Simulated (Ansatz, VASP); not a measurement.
# SiTe in VASP and in Ansatz

INCAR

```
SYSTEM = SiTe
PREC     = Accurate       ! precision mode
ENCUT    = 500            ! plane-wave cutoff, eV
EDIFF    = 1E-7           ! SCF threshold, eV
ISMEAR   = -1             ! smearing method
SIGMA    = 0.05           ! smearing width, eV
LREAL    = .FALSE.        ! projectors in reciprocal space
LASPH    = .TRUE.         ! aspherical terms in the spheres
NELM     = 120            ! most SCF steps
ALGO     = Normal         ! electronic algorithm
ISIF     = 3              ! what is computed and relaxed
LWAVE    = .FALSE.        ! write WAVECAR
LCHARG   = .FALSE.        ! write CHGCAR
GGA      = PS             ! functional
IBRION   = 2              ! ionic algorithm
NSW      = 60             ! ionic steps
EDIFFG   = -0.01          ! ionic threshold
GGA_COMPAT= .FALSE.      
NELMIN   = 4
```

File KPOINTS:

```
Automatic mesh
0
G
  8 8 6
  0 0 0
```

Contents of POSCAR:

```
SiTe
1.0
    3.7143358800      0.0000000000      0.0000000000
   -1.8571679400      3.2167092300      0.0000000000
    0.0000000000      0.0000000000      4.9763725600
Si Te
1 1
Direct
    0.0000000000      0.0000000000      0.5000000000
    0.0000000000      0.0000000000      0.0000000000
```

Contents of input.yaml:

```yaml
crystal:
  lattice:
    - [3.71433588, 0.0, 0.0]
    - [-1.85716794, 3.21670923, 0.0]
    - [0.0, 0.0, 4.97637256]
  atoms:
    - { symbol: Si, position: [0.0, 0.0, 0.5] }
    - { symbol: Te, position: [0.0, 0.0, 0.0] }
hamiltonian:
  xc: pbesol
  pseudopotentials: { kind: paw }
kpoints:
  mp_grid: { grid: [8, 8, 6] }
scf:
  occupations: { method: fermi_dirac, width: 0.05 }
output:
  forces: true
  stress: true
  eigenvalues: true
  write_density: true
  write_potential: true
  elf: true
  volumetric_format: npy
relax:
  f_tol: 0.01
  max_steps: 40
  cell: { stress_tol: 0.05 }
```

Alike in both runs: task relaxation of cell and atoms; functional PBEsol; k mesh 8 × 8 × 6; occupations fermi-dirac, width 0.05 eV; no spin polarisation.

```csv
,VASP,Ansatz
version,VASP 6.6.1,Ansatz 0.2.0
potentials or method,"VASP PAW PBE potentials, release 64 (Si, Te)",Ansatz PAW
plane-wave cutoff (eV),500,420
valence electrons in the cell,10,20
```

Ansatz gave:

* gap on the k mesh at the Fermi level, each at its own relaxed structure (eV): none
* relaxed volume (Å³/atom): 23.27
* relaxed cell length with the largest relative difference (Å): 5.488

Task: Which values does VASP return?

Result: gap on the k mesh at the Fermi level, each at its own relaxed structure (eV): none; relaxed volume (Å³/atom): 23.31; relaxed cell length with the largest relative difference (Å): 5.493.

VASP's potentials were made for PBE, not for PBEsol. A gap of «none» marks a metal or a gap that the smearing closes. VASP's potentials hold 10 valence electrons a cell and Ansatz's 20, so a difference there can come from the potentials and not from the codes.

Neither program's run includes spin-orbit coupling. Noted on VASP's run: the volume moved by over 15 % at a fixed basis, so the end points are rough. Noted on Ansatz's run: the volume moved by over 15 % at a fixed basis, so the end points are rough; the plane-wave basis is chosen anew once the cell has moved, so the energies of steps on either side of that aren't comparable.
